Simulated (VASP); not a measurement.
# MgO (Periclase) (Fm-3m) in VASP: single point with PBE

Aim: the single point of MgO (Periclase) with PBE.

Program: VASP 6.6.1. These are calculated values, not measurements. Logs are shortened: lines on timing, memory, paths and dates and some standing lists are left out, and cuts for length are marked.

## Step 1: The cell of the first run

The structure is cubic, space group Fm-3m (No. 225). The conventional cell has a = 4.217 Å, b = 4.217 Å, c = 4.217 Å, α = 90.00°, β = 90.00°, γ = 90.00°. Within 2.8 Å of Mg (site symmetry m-3m) lie 6 O at 2.11 Å. Within 2.8 Å of O (site symmetry m-3m) lie 6 Mg at 2.11 Å.

## Step 2: Single point, PBE

Contents of INCAR:

```
  ALGO = Normal
  EDIFF = 1E-6
  ENCUT = 600
  GGA = PE
  GGA_COMPAT = False
  ISIF = 2
  ISMEAR = 1
  LASPH = True
  LCHARG = False
  LREAL = False
  LWAVE = False
  NBANDS = 11
  NELM = 120
  PREC = Accurate
  SIGMA = 0.1
```

Contents of KPOINTS:

```
k-points
0
Gamma
  7 7 7
```

Contents of POSCAR:

```
MgO
1.0
    0.0000000000      2.1085000000      2.1085000000
    2.1085000000      0.0000000000      2.1085000000
    2.1085000000      2.1085000000      0.0000000000
Mg O
1 1
Direct
    0.0000000000      0.0000000000      0.0000000000
    0.5000000000      0.5000000000      0.5000000000
```

Potentials or basis: VASP PAW PBE potentials, release 64 (Mg, O).

Started as:

```sh
$ cat potpaw_PBE.64/Mg/POTCAR potpaw_PBE.64/O/POTCAR > POTCAR
$ mpirun -np 1 vasp_std > vasp.out
```

OUTCAR:

```text
EDIFF = 1E-6
   ENCUT = 600
   GGA = PE
   ISIF = 2
   ISMEAR = 1
   LASPH = True
   LREAL = False
   NELM = 120
   PREC = Accurate

 ion  position               nearest neighbor table
   1  0.000  0.000  0.000-   2 2.11   2 2.11   2 2.11   2 2.11   2 2.11   2 2.11
   2  0.500  0.500  0.500-   1 2.11   1 2.11   1 2.11   1 2.11   1 2.11   1 2.11

  LATTYP: Found a face centered cubic cell.
 ALAT       =     4.2170000000

  Lattice vectors:

 A1 = (   0.0000000000,   2.1085000000,   2.1085000000)
 A2 = (   2.1085000000,   0.0000000000,   2.1085000000)
 A3 = (   2.1085000000,   2.1085000000,   0.0000000000)

Analysis of symmetry for initial positions (statically):
=====================================================================
 Subroutine PRICEL returns:
 Original cell was already a primitive cell.

 Routine SETGRP: Setting up the symmetry group for a
 face centered cubic supercell.

 Subroutine GETGRP returns: Found 48 space group operations
 (whereof 48 operations were pure point group operations)
 out of a pool of 48 trial point group operations.

The static configuration has the point symmetry O_h .

Analysis of symmetry for dynamics (positions and initial velocities):
=====================================================================
 Subroutine PRICEL returns:
 Original cell was already a primitive cell.

 Routine SETGRP: Setting up the symmetry group for a
 face centered cubic supercell.

 Subroutine GETGRP returns: Found 48 space group operations
 (whereof 48 operations were pure point group operations)
 out of a pool of 48 trial point group operations.

The dynamic configuration has the point symmetry O_h .

 Subroutine INISYM returns: Found 48 space group operations
 (whereof 48 operations are pure point group operations),
 and found     1 'primitive' translations

----------------------------------------------------------------------------------------

                                     Primitive cell

  volume of cell :      18.7478

  direct lattice vectors                    reciprocal lattice vectors
     0.000000000  2.108500000  2.108500000    -0.237135404  0.237135404  0.237135404
     2.108500000  0.000000000  2.108500000     0.237135404 -0.237135404  0.237135404
     2.108500000  2.108500000  0.000000000     0.237135404  0.237135404 -0.237135404

  length of vectors
     2.981869296  2.981869296  2.981869296     0.410730569  0.410730569  0.410730569

  position of ions in fractional coordinates (direct lattice)
     0.000000000  0.000000000  0.000000000
     0.500000000  0.500000000  0.500000000

  ion indices of the primitive-cell ions
   primitive index   ion index
                 1           1
                 2           2

----------------------------------------------------------------------------------------

 KPOINTS: k-points

Automatic generation of k-mesh.
 Grid dimensions read from file:
 generate k-points for:    7    7    7

 Generating k-lattice:

  Cartesian coordinates                     Fractional coordinates (reciprocal lattice)
    -0.033876486  0.033876486  0.033876486     0.142857143  0.000000000  0.000000000
     0.033876486 -0.033876486  0.033876486     0.000000000  0.142857143  0.000000000
     0.033876486  0.033876486 -0.033876486     0.000000000  0.000000000  0.142857143

  Length of vectors
     0.058675796  0.058675796  0.058675796

  Shift w.r.t. Gamma in fractional coordinates (k-lattice)
     0.000000000  0.000000000  0.000000000

 Subroutine IBZKPT returns following result:
 ===========================================

 Found     20 irreducible k-points:

 Following reciprocal coordinates:
            Coordinates               Weight
  0.000000  0.000000  0.000000      1.000000
  0.142857  0.000000  0.000000      8.000000
  0.285714  0.000000  0.000000      8.000000
  0.428571  0.000000  0.000000      8.000000
  0.142857  0.142857  0.000000      6.000000
  0.285714  0.142857  0.000000     24.000000
[... 12 lines left out ...]
 -0.428571  0.428571  0.142857     24.000000
 -0.285714  0.428571  0.142857     24.000000
   k-points           NKPTS =     20   k-points in BZ     NKDIM =     20   number of bands    NBANDS=     11
   number of dos      NEDOS =    301   number of ions     NIONS =      2
   total plane-waves  NPLWV =  13824
   dimension x,y,z NGX =    24 NGY =   24 NGZ =   24
   dimension x,y,z NGXF=    48 NGYF=   48 NGZF=   48
   ions per type =               1   1
   NGX,Y,Z   is equivalent  to a cutoff of  13.38, 13.38, 13.38 a.u.
   NGXF,Y,Z  is equivalent  to a cutoff of  26.76, 26.76, 26.76 a.u.
 SYSTEM =  unknown system
   PREC   = accura    normal or accurate (medium, high low for compatibility)
   ISTART =      0    job   : 0-new  1-cont  2-samecut
   ICHARG =      2    charge: 1-file 2-atom 10-const
   ISPIN  =      1    spin polarized calculation?
   LNONCOLLINEAR =      F non collinear calculations
   LSORBIT =      F    spin-orbit coupling
   LASPH  =      T    aspherical Exc in radial PAW
   ENCUT  =  600.0 eV  44.10 Ry    6.64 a.u.   5.96  5.96  5.96*2*pi/ulx,y,z
   NELM   =    120;   NELMIN=  2; NELMDL= -5     # of ELM steps
   EDIFF  = 0.1E-05   stopping-criterion for ELM
   LREAL  =      F    real-space projection
   EDIFFG = 0.1E-04   stopping-criterion for IOM
   NSW    =      0    number of steps for IOM
   IBRION =     -1    ionic relax: 0-MD 1-quasi-New 2-CG
   NFREE  =      0    steps in history (QN), initial steepest desc. (CG)
   ISIF   =      2    stress and relaxation
   ISYM   =      2    0-nonsym 1-usesym 2-fastsym
   POTIM  = 0.5000    time-step for ionic-motion
   TEBEG  =    0.0;   TEEND  =   0.0 temperature during run
   PSTRESS=    0.0 pullay stress
   NELECT =       8.0000    total number of electrons
   NUPDOWN=      -1.0000    fix difference up-down
   EMIN   =  10.00;   EMAX   =-10.00  energy-range for DOS
   EFERMI =   0.00;   METHOD = LEGACY
   ISMEAR =     1;   SIGMA  =   0.10  broadening in eV -4-tet -1-fermi 0-gaus
   EFERMI_NEDOS =   21; number of points for ismear=-14 and -15
   IALGO  =     38    algorithm
   IMIX   =      4    mixing-type and parameters
     AMIX     =   0.40;   BMIX     =  1.00
     AMIX_MAG =   1.60;   BMIX_MAG =  1.00
  volume/ion in A,a.u.               =       9.37        63.26
  Fermi-wavevector in a.u.,A,eV,Ry     =   1.232503  2.329092 20.668107  1.519063
  Thomas-Fermi vector in A             =   2.367270
   LORBIT       =      0    0 simple, 1 ext, 2 COOP (PROOUT), +10 PAW based schemes
   GGA     = PE    functional components
   LHFCALC =     F    Hartree Fock is set to
   AEXX    =    0.0000 exact exchange contribution
   IVDW    =     0    specifies the selected vdW correction
   LEPSILON=     F    determine dielectric tensor
   LRPA    =     F    only Hartree local field effects (RPA)
 non-spin polarized calculation
 Methfessel and Paxton  Order N= 1 SIGMA  =   0.10
  energy-cutoff  :      600.00
  volume of cell :       18.75
 maximum number of plane-waves:       637
   NGX = 11   NGY = 11   NGZ = 11

 number of electron       8.0000005 magnetization

 Free energy of the ion-electron system (eV)
  ---------------------------------------------------
  ext. energy  EPLUGINS =         0.00000000
  ---------------------------------------------------
  free energy    TOTEN  =       -11.91035375 eV

  energy without entropy =      -11.91051535  energy(sigma->0) =      -11.91040762

 E-fermi :   3.2283     XC(G=0): -11.0616

 val. band max:        3.1588361053   @ k =   0.0000   0.0000   0.0000
 cond. band min:       7.8523155276   @ k =   0.0000   0.0000   0.0000
 fundamental gap:      4.6934794222
 Fermi energy:         3.2283289213

 k-point     1 :       0.0000    0.0000    0.0000
  band No.  band energies     occupation
      1     -14.0857      2.00000
      2       3.1588      1.91619
      3       3.1588      1.91618
      4       3.1588      1.91618
      5       7.8523      0.00000
      6      18.9410      0.00000
      7      18.9410      0.00000
      8      18.9410      0.00000
      9      22.8473      0.00000
     10      24.6187      0.00000
     11      24.6187      0.00000

 k-point     2 :       0.1429    0.0000    0.0000
  band No.  band energies     occupation
      1     -13.8762      2.00000
      2       1.9743      2.00000
      3       3.0276      2.01560
      4       3.0276      2.01560
      5       8.9826      0.00000
      6      16.9708      0.00000
      7      19.3882      0.00000
      8      19.3882      0.00000
      9      23.4930      0.00000
     10      23.4930      0.00000
     11      25.2423      0.00000

 k-point     3 :       0.2857    0.0000    0.0000
  band No.  band energies     occupation
      1     -13.3598      2.00000
      2       0.0477      2.00000
      3       2.7491      2.00000
      4       2.7491      2.00000
      5      10.5194      0.00000
      6      15.5254      0.00000
      7      19.7850      0.00000
      8      19.7850      0.00000
      9      23.5013      0.00000
     10      23.5013      0.00000
     11      24.8495      0.00000

 k-point     4 :       0.4286    0.0000    0.0000
  band No.  band energies     occupation
      1     -12.8861      2.00000
      2      -1.2582      2.00000
      3       2.5395      2.00000
      4       2.5395      2.00000
      5      11.0128      0.00000
      6      15.6318      0.00000
      7      19.4955      0.00000
      8      19.4955      0.00000
      9      24.1005      0.00000
     10      25.2165      0.00000
     11      25.2165      0.00000

 k-point     5 :       0.1429    0.1429    0.0000
  band No.  band energies     occupation
      1     -13.8103      2.00000
      2       1.8920      2.00000
      3       2.8645      2.00000
      4       2.8645      2.00000
      5       9.3537      0.00000
      6      16.3675      0.00000
      7      19.5937      0.00000
      8      19.5937      0.00000
      9      21.4494      0.00000
     10      25.2429      0.00000
     11      26.7948      0.00000
[... 155 lines left out ...]
 k-point    17 :       0.4286    0.2857    0.1429
  band No.  band energies     occupation
      1     -13.0177      2.00000
      2      -0.1485      2.00000
      3       1.7167      2.00000
      4       2.3855      2.00000
      5      12.2787      0.00000
      6      14.3761      0.00000
      7      17.5099      0.00000
      8      20.5514      0.00000
      9      21.8088      0.00000
     10      25.8795      0.00000
     11      29.7343      0.00000

 k-point    18 :      -0.4286    0.2857    0.1429
  band No.  band energies     occupation
      1     -12.6788      2.00000
      2      -0.5928      2.00000
      3       1.0791      2.00000
      4       2.1121      2.00000
      5      13.1463      0.00000
      6      14.9656      0.00000
      7      16.4022      0.00000
      8      20.0309      0.00000
      9      23.3858      0.00000
     10      25.3115      0.00000
     11      30.1260      0.00000

 k-point    19 :      -0.4286    0.4286    0.1429
  band No.  band energies     occupation
      1     -12.5844      2.00000
      2      -0.5127      2.00000
      3       1.1969      2.00000
      4       1.6847      2.00000
      5      13.4960      0.00000
      6      14.0240      0.00000
      7      15.8591      0.00000
      8      20.2116      0.00000
      9      22.8093      0.00000
     10      27.8306      0.00000
     11      30.0596      0.00000

 k-point    20 :      -0.2857    0.4286    0.1429
  band No.  band energies     occupation
      1     -12.5278      2.00000
      2       0.0256      2.00000
      3       0.2308      2.00000
      4       1.7078      2.00000
      5      14.0735      0.00000
      6      15.1758      0.00000
      7      15.3184      0.00000
      8      19.2868      0.00000
      9      23.7100      0.00000
     10      25.9721      0.00000
     11      30.0082      0.00000

------------------------ aborting loop because EDIFF is reached ----------------------------------------

  FORCE on cell =-STRESS in cart. coord.  units (eV):
  Direction    XX          YY          ZZ          XY          YZ          ZX
  --------------------------------------------------------------------------------------
  -------------------------------------------------------------------------------------
  Total        0.3635114      0.3635114      0.3635114      0.0000000      0.0000000      0.0000000
  in kB       31.0654574     31.0654574     31.0654574      0.0000000      0.0000000      0.0000000
  external PRESSURE =      31.0654574 kB  Pullay stress =       0.0000000 kB

 VOLUME and BASIS-vectors are now :
 -----------------------------------------------------------------------------
  energy-cutoff  :      600.00
  volume of cell :       18.75
      direct lattice vectors                 reciprocal lattice vectors
     0.000000000  2.108500000  2.108500000    -0.237135404  0.237135404  0.237135404
     2.108500000  0.000000000  2.108500000     0.237135404 -0.237135404  0.237135404
     2.108500000  2.108500000  0.000000000     0.237135404  0.237135404 -0.237135404

 POSITION                                       TOTAL-FORCE (eV/Angst)
 -----------------------------------------------------------------------------------
      0.00000      0.00000      0.00000         0.000000      0.000000      0.000000
      2.10850      2.10850      2.10850        -0.000000     -0.000000      0.000000
 -----------------------------------------------------------------------------------
    total drift:                               -0.000000     -0.000000      0.000000

  FREE ENERGIE OF THE ION-ELECTRON SYSTEM (eV)
  ---------------------------------------------------
  free  energy   TOTEN  =       -11.9103537537 eV

  energy  without entropy=      -11.9105153529  energy(sigma->0) =      -11.91040762
```

Run time: 7.6 s. Hardware: 1 thread of AMD EPYC 7R13, shared host; peak memory 0.11 GiB.

Results:

```
Free energy            : -11.9104 eV
Pressure               : 3.1 GPa
Band gap on the k mesh : 4.69 eV, direct
```

Levels at points of the mesh, in eV from the valence-band top:
```tsv
k point	band 1	band 2	band 3	band 4	band 5	band 6	band 7	band 8
(0.00, 0.00, 0.00)	-17.24	0.00	0.00	0.00	4.69	15.78	15.78	15.78
```
